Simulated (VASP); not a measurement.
# Cu (P-1) in VASP: single point with PBE

Aim: the single point of Cu with PBE.

Everything below comes from runs of VASP 6.6.1. Logs are shortened: lines on timing, memory, paths and dates and some standing lists are left out, and cuts for length are marked.

## (1) The cell of the first run

The typed cell holds 1 atom: a = 2.437 Å, b = 2.430 Å, c = 2.511 Å, α = 109.47°, β = 106.90°, γ = 111.83°.

## (2) Single point, PBE (the cell strained at random)

File INCAR:

```
PREC = Accurate
ENCUT = 520
EDIFF = 1E-6
ISMEAR = -1
SIGMA = 0.05
LREAL = False
LASPH = True
NELM = 100
ALGO = Fast
ISIF = 2
LWAVE = False
LCHARG = True
GGA = PE
LELF = True
LVHAR = True
NBANDS = 12
```

File KPOINTS:

```
Automatic mesh
0
Gamma
  13 13 13
```

File POSCAR:

```
Cu
1.0
   -1.4107970000      1.4416160000      1.3667370000
    1.3919440000     -1.4545510000      1.3605320000
    1.4609790000      1.5047330000     -1.3802990000
Cu
1
Direct
    0.0187920000      0.0028610000      0.0143870000
```

Potentials or basis: VASP PAW PBE potentials, release 64 (Cu).

On the command line:

```
$ cat potpaw_PBE.64/Cu/POTCAR > POTCAR
$ mpirun -np 1 vasp_std > vasp.out
```

OUTCAR:

```text
PREC = Accurate
   ENCUT = 520
   EDIFF = 1E-6
   ISMEAR = -1
   LREAL = False
   LASPH = True
   NELM = 100
   ISIF = 2
   GGA = PE

 ion  position               nearest neighbor table
   1  0.019  0.003  0.014-

  LATTYP: Found a triclinic cell.
 ALAT       =     2.4298711969
 B/A-ratio  =     1.2127422758
 C/A-ratio  =     1.1224318554
 COS(alpha) =     0.0094617576
 COS(beta)  =     0.5587789161
 COS(gamma) =     0.5913409762

  Lattice vectors:

 A1 = (  -1.3919440000,   1.4545510000,  -1.3605320000)
 A2 = (   0.0501820000,   2.9463490000,  -0.0135620000)
 A3 = (   0.0188530000,   0.0129350000,  -2.7272690000)

Analysis of symmetry for initial positions (statically):
=====================================================================
 Subroutine PRICEL returns:
 Original cell was already a primitive cell.

 Routine SETGRP: Setting up the symmetry group for a
 triclinic supercell.

 Subroutine GETGRP returns: Found  2 space group operations
 (whereof  1 operations were pure point group operations)
 out of a pool of  2 trial point group operations.

The static configuration has the point symmetry C_1 .
 The point group associated with its full space group is S_2 .

Analysis of symmetry for dynamics (positions and initial velocities):
=====================================================================
 Subroutine PRICEL returns:
 Original cell was already a primitive cell.

 Routine SETGRP: Setting up the symmetry group for a
 triclinic supercell.

 Subroutine GETGRP returns: Found  2 space group operations
 (whereof  1 operations were pure point group operations)
 out of a pool of  2 trial point group operations.

The dynamic configuration has the point symmetry C_1 .
 The point group associated with its full space group is S_2 .

 Subroutine INISYM returns: Found  2 space group operations
 (whereof  1 operations are pure point group operations),
 and found     1 'primitive' translations

----------------------------------------------------------------------------------------

                                     Primitive cell

  volume of cell :      11.4581

  direct lattice vectors                    reciprocal lattice vectors
    -1.410797000  1.441616000  1.366737000    -0.003449275  0.341156955  0.368261377
     1.391944000 -1.454551000  1.360532000     0.353150907 -0.004315934  0.369087951
     1.460979000  1.504733000 -1.380299000     0.344678115  0.333550822  0.003964661

  length of vectors
     2.436508751  2.429871197  2.510758126     0.502012357  0.510842545  0.479661206

  position of ions in fractional coordinates (direct lattice)
     0.018792000  0.002861000  0.014387000

  ion indices of the primitive-cell ions
   primitive index   ion index
                 1           1

----------------------------------------------------------------------------------------

 KPOINTS: Automatic mesh

Automatic generation of k-mesh.
 Grid dimensions read from file:
 generate k-points for:   13   13   13

 Generating k-lattice:

  Cartesian coordinates                     Fractional coordinates (reciprocal lattice)
    -0.000265329  0.026242843  0.028327798     0.076923077  0.000000000  0.000000000
     0.027165454 -0.000331995  0.028391381    -0.000000000  0.076923077  0.000000000
     0.026513701  0.025657756  0.000304974     0.000000000 -0.000000000  0.076923077

  Length of vectors
     0.038616335  0.039295580  0.036897016

  Shift w.r.t. Gamma in fractional coordinates (k-lattice)
     0.000000000  0.000000000  0.000000000

 Subroutine IBZKPT returns following result:
 ===========================================

 Found   1099 irreducible k-points:

 Following reciprocal coordinates:
            Coordinates               Weight
  0.000000  0.000000  0.000000      1.000000
  0.076923  0.000000 -0.000000      2.000000
  0.153846  0.000000  0.000000      2.000000
  0.230769  0.000000  0.000000      2.000000
  0.307692  0.000000  0.000000      2.000000
  0.384615  0.000000 -0.000000      2.000000
[... 16 lines left out ...]
  0.153846  0.153846  0.000000      2.000000
  0.230769  0.153846 -0.000000      2.000000
 [... further k-points ...]
   k-points           NKPTS =   1099   k-points in BZ     NKDIM =   1099   number of bands    NBANDS=     12
   number of dos      NEDOS =    301   number of ions     NIONS =      1
   total plane-waves  NPLWV =   6480
   dimension x,y,z NGX =    18 NGY =   18 NGZ =   20
   dimension x,y,z NGXF=    36 NGYF=   36 NGZF=   40
   ions per type =               1
   NGX,Y,Z   is equivalent  to a cutoff of  12.28, 12.32, 13.24 a.u.
   NGXF,Y,Z  is equivalent  to a cutoff of  24.56, 24.63, 26.49 a.u.
 SYSTEM =  unknown system
   PREC   = accura    normal or accurate (medium, high low for compatibility)
   ISTART =      0    job   : 0-new  1-cont  2-samecut
   ICHARG =      2    charge: 1-file 2-atom 10-const
   ISPIN  =      1    spin polarized calculation?
   LNONCOLLINEAR =      F non collinear calculations
   LSORBIT =      F    spin-orbit coupling
   LASPH  =      T    aspherical Exc in radial PAW
   ENCUT  =  520.0 eV  38.22 Ry    6.18 a.u.   4.53  4.52  4.67*2*pi/ulx,y,z
   NELM   =    100;   NELMIN=  2; NELMDL= -5     # of ELM steps
   EDIFF  = 0.1E-05   stopping-criterion for ELM
   LREAL  =      F    real-space projection
   EDIFFG = 0.1E-04   stopping-criterion for IOM
   NSW    =      0    number of steps for IOM
   IBRION =     -1    ionic relax: 0-MD 1-quasi-New 2-CG
   NFREE  =      0    steps in history (QN), initial steepest desc. (CG)
   ISIF   =      2    stress and relaxation
   ISYM   =      2    0-nonsym 1-usesym 2-fastsym
   POTIM  = 0.5000    time-step for ionic-motion
   TEBEG  =    0.0;   TEEND  =   0.0 temperature during run
   PSTRESS=    0.0 pullay stress
   NELECT =      11.0000    total number of electrons
   NUPDOWN=      -1.0000    fix difference up-down
   EMIN   =  10.00;   EMAX   =-10.00  energy-range for DOS
   EFERMI =   0.00;   METHOD = LEGACY
   ISMEAR =    -1;   SIGMA  =   0.05  broadening in eV -4-tet -1-fermi 0-gaus
   EFERMI_NEDOS =   21; number of points for ismear=-14 and -15
   IALGO  =     68    algorithm
   IMIX   =      4    mixing-type and parameters
     AMIX     =   0.40;   BMIX     =  1.00
     AMIX_MAG =   1.60;   BMIX_MAG =  1.00
  volume/ion in A,a.u.               =      11.46        77.32
  Fermi-wavevector in a.u.,A,eV,Ry     =   1.614984  3.051878 35.486364  2.608174
  Thomas-Fermi vector in A             =   2.709805
   LORBIT       =      0    0 simple, 1 ext, 2 COOP (PROOUT), +10 PAW based schemes
   GGA     = PE    functional components
   LHFCALC =     F    Hartree Fock is set to
   AEXX    =    0.0000 exact exchange contribution
   IVDW    =     0    specifies the selected vdW correction
   LEPSILON=     F    determine dielectric tensor
   LRPA    =     F    only Hartree local field effects (RPA)
 non-spin polarized calculation
 RMM-DIIS sequential band-by-band and
  energy-cutoff  :      520.00
  volume of cell :       11.46
 maximum number of plane-waves:       322
 NGX is ok and might be reduce to    18
   NGX =  9   NGY =  9   NGZ =  9

 number of electron      11.0000009 magnetization

 Free energy of the ion-electron system (eV)
  ---------------------------------------------------
  ext. energy  EPLUGINS =         0.00000000
  ---------------------------------------------------
  free energy    TOTEN  =        -3.67881207 eV

  energy without entropy =       -3.67688589  energy(sigma->0) =       -3.67784898

 E-fermi :   7.9233     XC(G=0): -12.9015

 val. band max:        7.9231823053   @ k =   0.4615  -0.2308   0.0769
 cond. band min:       7.9457357174   @ k =   0.3846  -0.3846   0.2308
 fundamental gap:      0.0225534121
 Fermi energy:         7.9233087264

 k-point     1 :       0.0000    0.0000    0.0000
  band No.  band energies     occupation
      1      -1.6106      2.00000
      2       4.6022      2.00000
      3       4.7470      2.00000
      4       5.0028      2.00000
      5       5.6779      2.00000
      6       5.9578      2.00000
      7      31.7899      0.00000
      8      33.3208      0.00000
      9      34.2931      0.00000
     10      35.9521      0.00000
     11      36.3914      0.00000
     12      37.5841      0.00000

 k-point     2 :       0.0769    0.0000   -0.0000
  band No.  band energies     occupation
      1      -1.3737      2.00000
      2       4.6206      2.00000
      3       4.7737      2.00000
      4       5.0004      2.00000
      5       5.6697      2.00000
      6       5.9265      2.00000
      7      30.8685      0.00000
      8      31.9724      0.00000
      9      32.9189      0.00000
     10      35.0359      0.00000
     11      35.2625      0.00000
     12      36.1024      0.00000

 k-point     3 :       0.1538    0.0000    0.0000
  band No.  band energies     occupation
      1      -0.6804      2.00000
      2       4.5693      2.00000
      3       4.8009      2.00000
      4       5.1306      2.00000
      5       5.6548      2.00000
      6       5.8728      2.00000
      7      27.3244      0.00000
      8      29.8433      0.00000
      9      31.5316      0.00000
     10      32.8989      0.00000
     11      34.3726      0.00000
     12      35.8810      0.00000

 k-point     4 :       0.2308    0.0000    0.0000
  band No.  band energies     occupation
      1       0.3996      2.00000
      2       4.4313      2.00000
      3       4.7404      2.00000
      4       5.4885      2.00000
      5       5.6633      2.00000
      6       5.8608      2.00000
      7      23.1473      0.00000
      8      28.1128      0.00000
      9      30.0386      0.00000
     10      31.1201      0.00000
     11      33.5627      0.00000
     12      37.0004      0.00000

 k-point     5 :       0.3077    0.0000    0.0000
  band No.  band energies     occupation
      1       1.6465      2.00000
      2       4.2617      2.00000
      3       4.8603      2.00000
      4       5.6928      2.00000
      5       5.8836      2.00000
      6       5.9537      2.00000
      7      19.2019      0.00000
      8      26.5865      0.00000
      9      28.4674      0.00000
     10      30.1562      0.00000
     11      33.0923      0.00000
     12      38.5032      0.00000
[... 228 lines left out ...]
      1      -0.6476      2.00000
      2       4.5342      2.00000
      3       4.8742      2.00000
      4       5.0696      2.00000
      5       5.7156      2.00000
      6       5.8375      2.00000
      7      28.1243      0.00000
      8      29.5256      0.00000
      9      31.0025      0.00000
     10      31.8961      0.00000
     11      33.9382      0.00000
     12      36.7030      0.00000

 k-point    22 :       0.0769    0.1538   -0.0000
  band No.  band energies     occupation
      1       0.0402      2.00000
      2       4.4726      2.00000
      3       4.7057      2.00000
      4       5.3699      2.00000
      5       5.7171      2.00000
      6       5.8503      2.00000
      7      26.0338      0.00000
      8      27.3455      0.00000
      9      28.5470      0.00000
     10      31.8258      0.00000
     11      35.2855      0.00000
     12      36.0504      0.00000

 k-point    23 :       0.1538    0.1538    0.0000
  band No.  band energies     occupation
      1       1.0830      2.00000
      2       4.4186      2.00000
      3       4.5040      2.00000
      4       5.5996      2.00000
      5       5.8246      2.00000
      6       5.9990      2.00000
      7      23.3669      0.00000
      8      24.4266      0.00000
      9      26.6482      0.00000
     10      32.1874      0.00000
     11      34.8152      0.00000
     12      38.2028      0.00000

 k-point    24 :       0.2308    0.1538   -0.0000
  band No.  band energies     occupation
      1       2.2431      2.00000
      2       4.3060      2.00000
      3       4.4613      2.00000
      4       5.5701      2.00000
      5       6.0627      2.00000
      6       6.5313      2.00000
      7      19.5216      0.00000
      8      22.8956      0.00000
      9      25.4678      0.00000
     10      32.1131      0.00000
     11      34.8265      0.00000
     12      39.0814      0.00000

 [... further k-points ...]

------------------------ aborting loop because EDIFF is reached ----------------------------------------

  FORCE on cell =-STRESS in cart. coord.  units (eV):
  Direction    XX          YY          ZZ          XY          YZ          ZX
  --------------------------------------------------------------------------------------
  -------------------------------------------------------------------------------------
  Total        0.5173461      0.6836953      0.6250913     -0.3294955      0.0671112      0.1016373
  in kB       72.3401642     95.6006655     87.4060955    -46.0731403      9.3841112     14.2118701
  external PRESSURE =      85.1156417 kB  Pullay stress =       0.0000000 kB

 VOLUME and BASIS-vectors are now :
 -----------------------------------------------------------------------------
  energy-cutoff  :      520.00
  volume of cell :       11.46
      direct lattice vectors                 reciprocal lattice vectors
    -1.410797000  1.441616000  1.366737000    -0.003449275  0.341156955  0.368261377
     1.391944000 -1.454551000  1.360532000     0.353150907 -0.004315934  0.369087951
     1.460979000  1.504733000 -1.380299000     0.344678115  0.333550822  0.003964661

 POSITION                                       TOTAL-FORCE (eV/Angst)
 -----------------------------------------------------------------------------------
     -0.00151      0.04458      0.00972         0.000000      0.000000      0.000000
 -----------------------------------------------------------------------------------
    total drift:                               -0.000043     -0.000084     -0.000030

  FREE ENERGIE OF THE ION-ELECTRON SYSTEM (eV)
  ---------------------------------------------------
  free  energy   TOTEN  =        -3.6788120672 eV

  energy  without entropy=       -3.6768858866  energy(sigma->0) =       -3.67784898
```

It took 2 min on 1 thread of Intel Xeon Platinum 8259CL at 2.50GHz (Skylake/Cascade Lake), shared host; peak memory 0.24 GiB.

Results:

```
Free energy : -3.6788 eV
Pressure    : 8.5 GPa
```

Caveat: the cell differs from its parent crystal (the cell strained at random).
